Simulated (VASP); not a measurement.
# Mo (P6_3/mmc) in VASP: a series of runs

Runs on Mo. Level: BLYP. Tasks: single point.

All numbers are computed with VASP 6.6.1; they aren't measurements. Logs are shortened: lines on timing, memory, paths and dates and some standing lists are left out, and cuts for length are marked.

### 1 The cell of the first run

It takes space group P6_3/mmc (No. 194, hexagonal). Conventional cell: a = 2.714 Å, b = 2.714 Å, c = 4.838 Å, α = 90.00°, β = 90.00°, γ = 120.00°. Mo (site symmetry -6m2) has 12 Mo at 2.71 to 2.88 Å within 3.6 Å.

This isn't the form of Mo at room conditions, which is bcc.

### 2 Single point, BLYP (15.43 Å³/atom)

File INCAR:

```
SYSTEM = Mo
  AGGAC = 1.0
  AGGAX = 1.0
  ALDAC = 0.0
  ALDAX = 1.0
  ALGO = Normal
  EDIFF = 1E-6
  ENCUT = 520
  GGA = B5
  ISIF = 2
  ISMEAR = -1
  LASPH = .True.
  LCHARG = .False.
  LREAL = .False.
  LWAVE = .False.
  NBANDS = 21
  NELM = 100
  PREC = Accurate
  SIGMA = 0.1
```

File KPOINTS:

```
k-points
0
Gamma
  15 15 7
  0 0 0
```

File POSCAR:

```
Mo
1.0
    2.7143106873      0.0000000000      0.0000000000
   -1.3571553436      2.3506620089      0.0000000000
    0.0000000000      0.0000000000      4.8381399418
Mo
2
Direct
    0.3333333333      0.6666666667      0.2500000000
    0.6666666667      0.3333333333      0.7500000000
```

Potentials or basis: VASP PAW PBE potentials, release 64 (Mo_sv).

Launch:

```sh
cat potpaw_PBE.64/Mo_sv/POTCAR > POTCAR
mpirun -np 1 vasp_std > vasp.out
```

OUTCAR:

```text
SYSTEM = Mo
   EDIFF = 1E-6
   ENCUT = 520
   GGA = B5
   ISIF = 2
   ISMEAR = -1
   LASPH = .True.
   LREAL = .False.
   NELM = 100
   PREC = Accurate

 ion  position               nearest neighbor table
   1  0.333  0.667  0.250-   2 2.88   2 2.88   2 2.88   2 2.88   2 2.88   2 2.88
   2  0.667  0.333  0.750-   1 2.88   1 2.88   1 2.88   1 2.88   1 2.88   1 2.88

  LATTYP: Found a hexagonal cell.
 ALAT       =     2.7143106873
 C/A-ratio  =     1.7824562105

  Lattice vectors:

 A1 = (   2.7143106873,   0.0000000000,   0.0000000000)
 A2 = (  -1.3571553436,   2.3506620089,   0.0000000000)
 A3 = (   0.0000000000,   0.0000000000,   4.8381399418)

Analysis of symmetry for initial positions (statically):
=====================================================================
 Subroutine PRICEL returns:
 Original cell was already a primitive cell.

 Routine SETGRP: Setting up the symmetry group for a
 hexagonal supercell.

 Subroutine GETGRP returns: Found 24 space group operations
 (whereof 12 operations were pure point group operations)
 out of a pool of 24 trial point group operations.

The static configuration has the point symmetry D_3d.
 The point group associated with its full space group is D_6h.

Analysis of symmetry for dynamics (positions and initial velocities):
=====================================================================
 Subroutine PRICEL returns:
 Original cell was already a primitive cell.

 Routine SETGRP: Setting up the symmetry group for a
 hexagonal supercell.

 Subroutine GETGRP returns: Found 24 space group operations
 (whereof 12 operations were pure point group operations)
 out of a pool of 24 trial point group operations.

The dynamic configuration has the point symmetry D_3d.
 The point group associated with its full space group is D_6h.

 Subroutine INISYM returns: Found 24 space group operations
 (whereof 12 operations are pure point group operations),
 and found     1 'primitive' translations

----------------------------------------------------------------------------------------

                                     Primitive cell

  volume of cell :      30.8694

  direct lattice vectors                    reciprocal lattice vectors
     2.714310687  0.000000000  0.000000000     0.368417663  0.212706037  0.000000000
    -1.357155344  2.350662009  0.000000000     0.000000000  0.425412074  0.000000000
     0.000000000  0.000000000  4.838139942     0.000000000  0.000000000  0.206691004

  length of vectors
     2.714310687  2.714310687  4.838139942     0.425412074  0.425412074  0.206691004

  position of ions in fractional coordinates (direct lattice)
     0.333333333  0.666666667  0.250000000
     0.666666667  0.333333333  0.750000000

  ion indices of the primitive-cell ions
   primitive index   ion index
                 1           1
                 2           2

----------------------------------------------------------------------------------------

 KPOINTS: k-points

Automatic generation of k-mesh.
 Grid dimensions read from file:
 generate k-points for:   15   15    7

 Generating k-lattice:

  Cartesian coordinates                     Fractional coordinates (reciprocal lattice)
     0.024561178  0.014180402  0.000000000     0.066666667  0.000000000  0.000000000
     0.000000000  0.028360805  0.000000000     0.000000000  0.066666667  0.000000000
     0.000000000  0.000000000  0.029527286     0.000000000  0.000000000  0.142857143

  Length of vectors
     0.028360805  0.028360805  0.029527286

  Shift w.r.t. Gamma in fractional coordinates (k-lattice)
     0.000000000  0.000000000  0.000000000

 Subroutine IBZKPT returns following result:
 ===========================================

 Found    108 irreducible k-points:

 Following reciprocal coordinates:
            Coordinates               Weight
  0.000000  0.000000  0.000000      1.000000
  0.066667  0.000000  0.000000      6.000000
  0.133333  0.000000  0.000000      6.000000
  0.200000  0.000000  0.000000      6.000000
  0.266667  0.000000  0.000000      6.000000
  0.333333 -0.000000  0.000000      6.000000
[... 16 lines left out ...]
  0.333333  0.200000  0.000000     12.000000
  0.400000  0.200000  0.000000      6.000000
 [... further k-points ...]
   k-points           NKPTS =    108   k-points in BZ     NKDIM =    108   number of bands    NBANDS=     21
   number of dos      NEDOS =    301   number of ions     NIONS =      2
   total plane-waves  NPLWV =  14400
   dimension x,y,z NGX =    20 NGY =   20 NGZ =   36
   dimension x,y,z NGXF=    40 NGYF=   40 NGZF=   72
   ions per type =               2
   NGX,Y,Z   is equivalent  to a cutoff of  12.25, 12.25, 12.37 a.u.
   NGXF,Y,Z  is equivalent  to a cutoff of  24.50, 24.50, 24.74 a.u.
 SYSTEM =  Mo
   PREC   = accura    normal or accurate (medium, high low for compatibility)
   ISTART =      0    job   : 0-new  1-cont  2-samecut
   ICHARG =      2    charge: 1-file 2-atom 10-const
   ISPIN  =      1    spin polarized calculation?
   LNONCOLLINEAR =      F non collinear calculations
   LSORBIT =      F    spin-orbit coupling
   LASPH  =      T    aspherical Exc in radial PAW
   ENCUT  =  520.0 eV  38.22 Ry    6.18 a.u.   5.05  5.05  9.00*2*pi/ulx,y,z
   NELM   =    100;   NELMIN=  2; NELMDL= -5     # of ELM steps
   EDIFF  = 0.1E-05   stopping-criterion for ELM
   LREAL  =      F    real-space projection
   EDIFFG = 0.1E-04   stopping-criterion for IOM
   NSW    =      0    number of steps for IOM
   IBRION =     -1    ionic relax: 0-MD 1-quasi-New 2-CG
   NFREE  =      0    steps in history (QN), initial steepest desc. (CG)
   ISIF   =      2    stress and relaxation
   ISYM   =      2    0-nonsym 1-usesym 2-fastsym
   POTIM  = 0.5000    time-step for ionic-motion
   TEBEG  =    0.0;   TEEND  =   0.0 temperature during run
   PSTRESS=    0.0 pullay stress
   NELECT =      28.0000    total number of electrons
   NUPDOWN=      -1.0000    fix difference up-down
   EMIN   =  10.00;   EMAX   =-10.00  energy-range for DOS
   EFERMI =   0.00;   METHOD = LEGACY
   ISMEAR =    -1;   SIGMA  =   0.10  broadening in eV -4-tet -1-fermi 0-gaus
   EFERMI_NEDOS =   21; number of points for ismear=-14 and -15
   IALGO  =     38    algorithm
   IMIX   =      4    mixing-type and parameters
     AMIX     =   0.40;   BMIX     =  1.00
     AMIX_MAG =   1.60;   BMIX_MAG =  1.00
  volume/ion in A,a.u.               =      15.43       104.16
  Fermi-wavevector in a.u.,A,eV,Ry     =   1.584716  2.994679 34.168650  2.511325
  Thomas-Fermi vector in A             =   2.684291
   LORBIT       =      0    0 simple, 1 ext, 2 COOP (PROOUT), +10 PAW based schemes
   GGA     = B5    functional components
   LHFCALC =     F    Hartree Fock is set to
   AEXX    =    0.0000 exact exchange contribution
   IVDW    =     0    specifies the selected vdW correction
   LEPSILON=     F    determine dielectric tensor
   LRPA    =     F    only Hartree local field effects (RPA)
 non-spin polarized calculation
  energy-cutoff  :      520.00
  volume of cell :       30.87
 maximum number of plane-waves:       849
   NGX = 11   NGY = 11   NGZ = 17

 number of electron      28.0000000 magnetization

 Free energy of the ion-electron system (eV)
  ---------------------------------------------------
  ext. energy  EPLUGINS =         0.00000000
  ---------------------------------------------------
  free energy    TOTEN  =       -18.07021162 eV

  energy without entropy =      -17.98834989  energy(sigma->0) =      -18.02928076

 E-fermi :  13.0611     XC(G=0): -12.7899

 val. band max:       13.0567345799   @ k =   0.3333  -0.0000   0.1429
 cond. band min:      13.0625263872   @ k =   0.4000   0.2000   0.2857
 fundamental gap:      0.0057918073
 Fermi energy:        13.0611333465

 k-point     1 :       0.0000    0.0000    0.0000
  band No.  band energies     occupation
      1     -47.6295      2.00000
      2     -47.4436      2.00000
      3     -22.3953      2.00000
      4     -21.2002      2.00000
      5     -21.0060      2.00000
      6     -21.0060      2.00000
[... 13 lines left out ...]
     20      16.5271      0.00000
     21      23.1713      0.00000

 k-point     2 :       0.0667    0.0000    0.0000
  band No.  band energies     occupation
      1     -47.6174      2.00000
      2     -47.4349      2.00000
      3     -22.3746      2.00000
      4     -21.2024      2.00000
      5     -21.0723      2.00000
      6     -21.0241      2.00000
[... 13 lines left out ...]
     20      17.2394      0.00000
     21      23.1447      0.00000

 k-point     3 :       0.1333    0.0000    0.0000
  band No.  band energies     occupation
      1     -47.5829      2.00000
      2     -47.4107      2.00000
      3     -22.3145      2.00000
      4     -21.2582      2.00000
      5     -21.2099      2.00000
      6     -21.1416      2.00000
[... 13 lines left out ...]
     20      18.5674      0.00000
     21      23.0439      0.00000

 k-point     4 :       0.2000    0.0000    0.0000
  band No.  band energies     occupation
      1     -47.5309      2.00000
      2     -47.3754      2.00000
      3     -22.2210      2.00000
      4     -21.5286      2.00000
      5     -21.4068      2.00000
      6     -21.2253      2.00000
[... 13 lines left out ...]
     20      20.0068      0.00000
     21      22.8581      0.00000

 k-point     5 :       0.2667    0.0000    0.0000
  band No.  band energies     occupation
      1     -47.4693      2.00000
      2     -47.3358      2.00000
      3     -22.1042      2.00000
      4     -21.8337      2.00000
      5     -21.7007      2.00000
      6     -21.2519      2.00000
[... 13 lines left out ...]
     20      21.4104      0.00000
     21      22.6467      0.00000
[... 382 lines left out ...]
     20      23.0779      0.00000
     21      23.5314      0.00000

 k-point    22 :       0.2667    0.2000    0.0000
  band No.  band energies     occupation
      1     -47.3432      2.00000
      2     -47.2681      2.00000
      3     -22.1641      2.00000
      4     -22.0809      2.00000
      5     -21.8299      2.00000
      6     -21.5512      2.00000
[... 13 lines left out ...]
     20      23.8537      0.00000
     21      24.7881      0.00000

 k-point    23 :       0.3333    0.2000    0.0000
  band No.  band energies     occupation
      1     -47.3059      2.00000
      2     -47.2558      2.00000
      3     -22.2709      2.00000
      4     -22.1330      2.00000
      5     -21.7281      2.00000
      6     -21.6608      2.00000
[... 13 lines left out ...]
     20      22.9765      0.00000
     21      24.4348      0.00000

 k-point    24 :       0.4000    0.2000    0.0000
  band No.  band energies     occupation
      1     -47.2908      2.00000
      2     -47.2533      2.00000
      3     -22.3081      2.00000
      4     -22.1479      2.00000
      5     -21.7035      2.00000
      6     -21.6798      2.00000
[... 13 lines left out ...]
     20      22.2250      0.00000
     21      23.9804      0.00000

 [... further k-points ...]
[... 5 lines left out ...]
  --------------------------------------------------------------------------------------
  -------------------------------------------------------------------------------------
  Total        4.5606649      4.5606649      3.7844707      0.0000000      0.0000000     -0.0000000
  in kB      236.7067147    236.7067147    196.4208381      0.0000000      0.0000000     -0.0000000
  external PRESSURE =     223.2780892 kB  Pullay stress =       0.0000000 kB

 VOLUME and BASIS-vectors are now :
 -----------------------------------------------------------------------------
  energy-cutoff  :      520.00
  volume of cell :       30.87
      direct lattice vectors                 reciprocal lattice vectors
     2.714310687  0.000000000  0.000000000     0.368417663  0.212706037  0.000000000
    -1.357155344  2.350662009  0.000000000     0.000000000  0.425412074  0.000000000
     0.000000000  0.000000000  4.838139942     0.000000000  0.000000000  0.206691004

 POSITION                                       TOTAL-FORCE (eV/Angst)
 -----------------------------------------------------------------------------------
     -0.00000      1.56711      1.20953        -0.000000      0.000000      0.000000
      1.35716      0.78355      3.62860         0.000000     -0.000000      0.000000
 -----------------------------------------------------------------------------------
    total drift:                                0.000000     -0.000000      0.000000

  FREE ENERGIE OF THE ION-ELECTRON SYSTEM (eV)
  ---------------------------------------------------
  free  energy   TOTEN  =       -18.0702116222 eV

  energy  without entropy=      -17.9883498903  energy(sigma->0) =      -18.02928076
```

Run time: 29 s. Hardware: 1 thread of AMD EPYC 9R45 (Zen 5), shared host; peak memory 0.14 GiB.

Results:

```yaml
Free_energy: -18.0702 eV
Pressure: 22.3 GPa
Band_gap_on_the_k_mesh: zero (bands 14 and 15 overlap by 1.92 eV)
```

Caveat: the cell stands under pressure; the PAW data sets were made with another functional, which shifts forces and pressure a little.

(Part 1 of 2 ends here.)
